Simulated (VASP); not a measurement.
Crystal: TeS2F2.

```
Te S F
1.0
     4.19902    0.00000    0.00000
    -2.09951    3.63645    0.00000
     0.00000    0.00000    8.42055
Te S F
1 2 2
Direct
  0.00000 0.00000 0.00000
  0.00000 0.00000 0.26112
  0.00000 0.00000 0.73888
  0.33333 0.66667 0.00000
  0.66667 0.33333 0.00000
```

The cell was built from a structure type or drawn by symmetry, and may not be a known phase.

```yaml
Program: VASP 6.6.1
Task: relaxation of cell and atoms
Functional: PBE
Potentials_or_basis: VASP PAW PBE potentials, release 64 (Te, S, F)
Cutoff: 600 eV
k_mesh: 12 × 12 × 4
Occupations: gaussian, width 0.02 eV
Spin: no spin polarisation
```

At the start: pressure -0.3 GPa; volume 25.72 Å³/atom.

How do energy, volume and symmetry change on relaxing?

Over 45 steps the energy falls by 127.0 meV/atom and the volume is 21.03 Å³/atom (-18.2 %); space group P6/mmm (No. 191, to 0.1 Å) before and after.

The path:
```csv
step,energy change (eV),largest force (eV/Å),pressure (GPa),volume (Å³)
1,0.0000,0.0339,-0.34,128.58
3,-0.0007,0.0641,-0.03,127.92
5,-0.0010,0.0183,0.00,127.57
7,-0.0012,0.0031,-0.05,127.49
9,-0.0014,0.0636,-0.27,127.11
11,-0.0015,0.0635,-0.27,127.10
13,-0.0015,0.0620,-0.27,127.02
15,-0.0018,0.0553,-0.29,126.73
17,-0.0027,0.0246,-0.34,125.53
19,-0.0035,0.0355,-0.35,123.36
21,-0.0067,0.1313,-0.04,118.29
23,-0.0038,0.3336,0.49,114.94
25,-0.0054,0.2662,0.32,116.01
27,-0.0107,0.3659,0.52,112.80
29,-0.0645,2.8626,8.63,100.13
31,-0.0672,2.9675,7.98,100.88
33,-0.4737,1.4759,2.50,103.80
35,-0.5604,0.7377,-0.95,106.53
37,-0.5785,0.7109,-0.64,106.08
39,-0.5908,0.6814,2.29,103.06
41,-0.6305,0.1456,0.79,104.26
43,-0.6348,0.0356,0.16,104.95
45,-0.6350,0.0042,0.01,105.17
```

Final structure:
```
CELL_PARAMETERS angstrom
4.17943 0.00000 0.00000
-2.08972 3.61950 0.00000
0.00000 0.00000 6.95232
ATOMIC_POSITIONS crystal
Te 0.00000 0.00000 0.00000
S 0.00000 0.00000 0.34702
S 0.00000 0.00000 0.65298
F 0.33333 0.66667 0.00000
F 0.66667 0.33333 0.00000
```

Caveat: the volume moved by over 15 % at a fixed basis, so the end points are rough.
